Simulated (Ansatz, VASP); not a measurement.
# Two plane-wave programs on Rb

File INCAR:

```
PREC = Accurate
ENCUT = 520
EDIFF = 1E-6
ISMEAR = -1
SIGMA = 0.1
LREAL = F
LASPH = T
NELM = 100
ALGO = Normal
ISIF = 2
LWAVE = F
LCHARG = T
GGA = PE
LELF = T
LVHAR = T
NBANDS = 10
```

KPOINTS

```
Automatic mesh
0
Gamma
  10 10 10
```

POSCAR

```
Rb
1.0
   -2.6104928533      2.6104928533      2.6104928533
    2.6104928533     -2.6104928533      2.6104928533
    2.6104928533      2.6104928533     -2.6104928533
Rb
1
Direct
    0.0000000000      0.0000000000      0.0000000000
```

Input for Ansatz:

```yaml
crystal:
  lattice:
    - [-2.6104928533, 2.6104928533, 2.6104928533]
    - [2.6104928533, -2.6104928533, 2.6104928533]
    - [2.6104928533, 2.6104928533, -2.6104928533]
  atoms:
    - { symbol: Rb, position: [0.0, 0.0, 0.0] }
kpoints:
  mp_grid: { grid: [10, 10, 10] }
  band_path:
    path:
      - [0.0, 0.0, 0.0]
      - [0.5, -0.5, 0.5]
      - [0.0, 0.0, 0.5]
      - [0.0, 0.0, 0.0]
      - [0.25, 0.25, 0.25]
      - [0.5, -0.5, 0.5]
      - [0.25, 0.25, 0.25]
      - [0.0, 0.0, 0.5]
    npoints: 8
scf:
  occupations: { method: fermi_dirac, width: 0.1 }
hamiltonian:
  xc: pbe
  pseudopotentials: { kind: paw }
output:
  forces: true
  stress: true
  eigenvalues: true
  populations: true
  dos: { projected: true, de: 0.2, e_range: [-14, 8] }
```

Change from the starting cell: volume scaled by 0.78, PAW files.

Alike in both runs: task single point; functional PBE; k mesh 10 × 10 × 10; occupations fermi-dirac, width 0.1 eV; no spin polarisation.

|  | VASP | Ansatz |
| --- | --- | --- |
| version | VASP 6.6.1 | Ansatz 0.2.0 |
| potentials or method | VASP PAW PBE potentials, release 64 (Rb_sv) | PAW with Ansatz's default frozen-core files, scalar-relativistic |
| plane-wave cutoff (eV) | 520 | 420 |
| valence electrons in the cell | 9 | 9 |

```csv
,VASP,Ansatz,Ansatz less VASP
pressure (GPa),1.1,1.1,0.00
```

The functional is the same, so the differences come from potentials, cutoffs and numerics.
